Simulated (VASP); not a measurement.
Write the native input for VASP 6.6.1 that does the following.

- Task: single point
- Functional: LDA
- Potentials or basis: VASP PAW LDA potentials, release 64 (F)
- Cutoff: 520 eV
- k mesh: 14 × 14 × 14
- Occupations: fermi-dirac, width 0.1 eV
- Spin: no spin polarisation
- Dipole correction: no
- Further INCAR settings: ALGO = Normal; EDIFF = 1e-06; NBANDS = 14

The structure of F lies in POSCAR:

```
F
1.0
    0.0000000000      1.8508565765      1.8508565765
    1.8508565765      0.0000000000      1.8508565765
    1.8508565765      1.8508565765      0.0000000000
F
2
Direct
   -0.1250000000     -0.1250000000     -0.1250000000
    0.1250000000      0.1250000000      0.1250000000
```

These files were run (other wordings do the same):

INCAR

```
PREC = Accurate
ENCUT = 520
EDIFF = 1E-6
ISMEAR = -1
SIGMA = 0.1
LREAL = F
LASPH = T
NELM = 80
ALGO = Normal
ISIF = 2
LWAVE = F
LCHARG = T
LELF = T
LVHAR = T
NBANDS = 14
```

KPOINTS

```
Automatic mesh
0
Gamma
  14 14 14
```

Potentials or basis: VASP PAW LDA potentials, release 64 (F).

The run is started by

```bash
$ cat potpaw_LDA.64/F/POTCAR > POTCAR
$ mpirun -np 1 vasp_std > vasp.out
```

Results of the run:

```
Pressure               : 218.0 GPa
Band gap on the k mesh : zero (bands 7 and 8 overlap by 3.80 eV)
```

Caveat: the cell stands under pressure.

Wall time 29 s on 1 thread of Intel Xeon 8259CL, with other jobs on the host, peak memory 0.12 GiB.
